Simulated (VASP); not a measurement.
Write the native input for VASP 6.6.1 that does the following.

```yaml
Task: single point
Functional: r2SCAN
Potentials_or_basis: VASP PAW PBE potentials, release 64 (Sn_d, O)
Cutoff: 520 eV
k_mesh: 8 × 8 × 6
Occupations: gaussian, width 0.01 eV
Spin: no spin polarisation
Dipole_correction: no
Further_INCAR_settings: ALGO = Normal; EDIFF = 1e-07; NBANDS = 35
```

The system is SnO2.

```
Sn O
1.0
     3.54901    0.00000    0.00000
     0.00000    3.54901    0.00000
     0.00000    0.00000    5.42926
Sn O
2 4
Direct
  0.50000 0.50000 0.50000
  0.00000 0.00000 0.00000
  0.00000 0.50000 0.67715
  0.50000 0.00000 0.82285
  0.50000 0.00000 0.32285
  0.00000 0.50000 0.17715
```

These files were run (other wordings do the same):

POSCAR

```
SnO2
1.0
    3.5490131225      0.0000000000      0.0000000000
    0.0000000000      3.5490131225      0.0000000000
    0.0000000000      0.0000000000      5.4292608834
Sn O
2 4
Direct
    0.5000000000      0.5000000000      0.5000000000
    0.0000000000      0.0000000000      0.0000000000
    0.0000000000      0.5000000000      0.6771525376
    0.5000000000      0.0000000000      0.8228474624
    0.5000000000      0.0000000000      0.3228474624
    0.0000000000      0.5000000000      0.1771525376
```

INCAR.step1

```
SYSTEM = SnO2
ALGO     = Normal         ! electronic algorithm
EDIFF    = 1E-4           ! SCF threshold, eV
ENCUT    = 520            ! plane-wave cutoff, eV
GGA      = PE             ! functional
ISMEAR   = 0              ! smearing method
LASPH    = .TRUE.         ! aspherical terms in the spheres
LCHARG   = .FALSE.        ! write CHGCAR
LREAL    = .FALSE.        ! projectors in reciprocal space
LWAVE    = .TRUE.         ! write WAVECAR
NBANDS   = 35             ! bands
NELM     = 100            ! most SCF steps
PREC     = Accurate       ! precision mode
SIGMA    = 0.01           ! smearing width, eV
```

INCAR.step2

```
SYSTEM = SnO2
ALGO     = Normal         ! electronic algorithm
EDIFF    = 1E-7           ! SCF threshold, eV
ENCUT    = 520            ! plane-wave cutoff, eV
ISIF     = 2              ! what is computed and relaxed
ISMEAR   = 0              ! smearing method
ISTART   = 1            
LASPH    = .TRUE.         ! aspherical terms in the spheres
LCHARG   = .FALSE.        ! write CHGCAR
LMIXTAU  = .TRUE.       
LREAL    = .FALSE.        ! projectors in reciprocal space
LWAVE    = .FALSE.        ! write WAVECAR
METAGGA  = R2SCAN         ! meta-GGA
NBANDS   = 35             ! bands
NELM     = 100            ! most SCF steps
PREC     = Accurate       ! precision mode
SIGMA    = 0.01           ! smearing width, eV
```

KPOINTS

```
k-points
0
G
  8 8 6
  0 0 0
```

Potentials or basis: VASP PAW PBE potentials, release 64 (Sn_d, O).

Run with:

```sh
$ cat potpaw_PBE.64/Sn_d/POTCAR potpaw_PBE.64/O/POTCAR > POTCAR
$ cp INCAR.step1 INCAR
$ mpirun -np 1 vasp_std > vasp.out
$ cp INCAR.step2 INCAR
$ mpirun -np 1 vasp_std > vasp.out
```

Results of the run:

```
Pressure               : 1.2 GPa
Largest force          : 0.064 eV/Å
Band gap on the k mesh : 1.72 eV (least direct gap 1.85 eV)
```

Caveat: the PAW data sets were made with another functional, which shifts forces and pressure a little; spin-orbit coupling is left out, which moves the levels of the heavy elements.

It took 6.3 min on 1 thread of AMD EPYC 9R45 96-Core Processor (Zen 5), with other jobs on the host, peak memory 0.23 GiB.
